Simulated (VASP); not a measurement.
Wanted: the native input for a VASP 6.6.1 run.

| Quantity | Value |
| --- | --- |
| Task | single point |
| Functional | PBE0 |
| Potentials or basis | VASP PAW PBE potentials, release 64 (Cu) |
| Cutoff | 520 eV |
| k mesh | 6 × 6 × 4 |
| Occupations | fermi-dirac, width 0.05 eV |
| Spin | no spin polarisation |
| Dipole correction | no |
| Grid for exact exchange (PRECFOCK) | Normal |
| Further INCAR settings | ALGO = Normal; EDIFF = 1e-06; NBANDS = 18 |
| Share of exact exchange | 0.25 |

The system is Cu.

```
CELL_PARAMETERS angstrom
2.56744 0.00000 0.00000
-1.28372 2.22347 0.00000
0.00000 0.00000 4.16669
ATOMIC_POSITIONS crystal
Cu 0.66667 0.33333 0.75000
Cu 0.33333 0.66667 0.25000
```

This isn't the form of Cu at room conditions, which is fcc.

One way to write it, as run:

POSCAR

```
Cu
1.0
    2.5674438712      0.0000000000      0.0000000000
   -1.2837219356      2.2234716153      0.0000000000
    0.0000000000      0.0000000000      4.1666899825
Cu
2
Direct
    0.6666666667      0.3333333333      0.7500000000
    0.3333333333      0.6666666667      0.2500000000
```

INCAR.step1

```
PREC = Accurate
ENCUT = 520
EDIFF = 1E-5
ISMEAR = -1
SIGMA = 0.05
LREAL = F
LASPH = T
NELM = 100
ALGO = Normal
ISIF = 2
LWAVE = T
LCHARG = F
GGA = PE
NBANDS = 18
```

INCAR.step2

```
PREC = Accurate
ENCUT = 520
EDIFF = 1E-6
ISMEAR = -1
SIGMA = 0.05
LREAL = F
LASPH = T
NELM = 100
ALGO = Normal
ISIF = 2
LWAVE = F
LCHARG = F
GGA = PE
LHFCALC = T
AEXX = 0.25
PRECFOCK = Normal
ISTART = 1
NBANDS = 18
```

KPOINTS

```
Automatic mesh
0
Gamma
  6 6 4
```

Potentials or basis: VASP PAW PBE potentials, release 64 (Cu).

Launch:

```console
$ cat potpaw_PBE.64/Cu/POTCAR > POTCAR
$ cp INCAR.step1 INCAR
$ mpirun -np 1 vasp_std > vasp.out
$ cp INCAR.step2 INCAR
$ mpirun -np 1 vasp_std > vasp.out
```

Results of the run:

```json
{
  "Pressure": "2.2 GPa",
  "Band gap on the k mesh": "zero (bands 11 and 12 overlap by 8.67 eV)"
}
```

Caveat: the k points lie up to 0.47 Å⁻¹ apart, too coarse for converged energies and pressures of a metal; the PAW data sets were made with another functional, which shifts forces and pressure a little.

Run time: 45 min on 1 thread of Intel Xeon 8259CL, on a shared host, peak memory 0.16 GiB.
